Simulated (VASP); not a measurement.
The system is BaS.

```
Ba S
1.0
     0.00000    3.19375    3.19375
     3.19375    0.00000    3.19375
     3.19375    3.19375    0.00000
Ba S
1 1
Cartesian
  3.1938 3.1938 3.1938
  0.0000 0.0000 0.0000
```

Base run:

```yaml
Program: VASP 6.6.1
Functional: RPBE
Dispersion: D4
Potentials_or_basis: VASP PAW PBE potentials, release 64 (Ba_sv, S)
Cutoff: 520 eV
k_mesh: 6 × 6 × 6
Occupations: gaussian, width 0.05 eV
Spin: no spin polarisation
```

Its results: band gap on the k mesh 2.25 eV, indirect (least direct gap 2.38 eV); pressure 1.1 GPa.

Task: The run is repeated on the same cell with these changes: functional from RPBE to PBE; dispersion from D4 to none. What comes out?

Result: Band gap on the k mesh 2.11 eV, indirect (least direct gap 2.24 eV); pressure 1.4 GPa.

Several settings changed at once, so the effect can't be laid on one alone.

Caveats: spin-orbit coupling is left out, which moves the levels of the heavy elements; the PAW data sets were made with another functional, which shifts forces and pressure a little (some runs).

A k mesh can miss the band edges.
